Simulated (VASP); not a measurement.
A run of VASP 6.6.1:

The input INCAR:

```
PREC = Accurate ; ENCUT = 600
EDIFF = 1E-6 ; ISMEAR = 0
SIGMA = 0.15 ; LREAL = F
LASPH = T ; NELM = 120
ALGO = Normal ; ISIF = 2
LWAVE = F ; LCHARG = F
GGA = PE ; NBANDS = 22
GGA_COMPAT = F
```

File KPOINTS:

```
Automatic mesh
0
Gamma
  4 4 3
```

The input POSCAR:

```
Hg2O
1.0
    3.7692717419      0.0000000000      0.0000000000
   -1.8846358710      3.2642850823      0.0000000000
    0.0000000000      0.0000000000      5.9172298558
Hg O
2 1
Direct
    0.6666666667      0.3333333333      0.0000000000
    0.0000000000      0.0000000000      0.5000000000
    0.3333333333      0.6666666667      0.5000000000
```

Potentials or basis: VASP PAW PBE potentials, release 64 (Hg, O).

Command:

```console
$ cat potpaw_PBE.64/Hg/POTCAR potpaw_PBE.64/O/POTCAR > POTCAR
$ mpirun -np 1 vasp_std > vasp.out
```

Hardware: 1 thread of Intel(R) Xeon(R) 6975P-C (Granite Rapids), with other jobs on the host.

Task: Estimate the wall time of this run.

Result: It took 7.7 s on 1 thread of Intel(R) Xeon(R) 6975P-C (Granite Rapids), on a shared host, peak memory 0.2 GiB. Counts: scf iterations 13, k points 8.
